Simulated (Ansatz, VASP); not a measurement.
## CoO: VASP beside Ansatz

```xyz
2
Lattice="0.0000 2.1315 2.1528 2.1315 0.0000 2.1528 2.1315 2.1315 0.0000" Properties=species:S:1:pos:R:3 pbc="T T T"
Co    0.0000    0.0000    0.0000
O     2.1315    2.1315    2.1528
```

Change from the starting cell: zz strain of +1 %.

Alike in both runs: task single point; functional PBEsol; k mesh 16 × 16 × 16; occupations fermi-dirac, width 0.05 eV; collinear spin.

|  | VASP | Ansatz |
| --- | --- | --- |
| version | VASP 6.6.1 | Ansatz 0.2.0 |
| potentials or method | VASP PAW PBE potentials, release 64 (Co, O), cutoff 600 eV | all-electron LAPW, scalar-relativistic |

|  | VASP | Ansatz | Ansatz less VASP |
| --- | --- | --- | --- |
| pressure (GPa) | -12.9 | -12.3 | +0.67 |
| traceless stress, the component that is largest in VASP (GPa) | -0.10 | -0.13 | -0.024 |
| net moment per atom (μB) | 1.48 | 1.49 | +0.007 |
| size of the moment on the site where the two differ most (μB) | 2.58 | 2.61 | +0.028 |

VASP's potentials were made for PBE, not for PBEsol. Site moments also hang on the region over which each program counts them. Ansatz ran all-electron here, and VASP with PAW potentials.
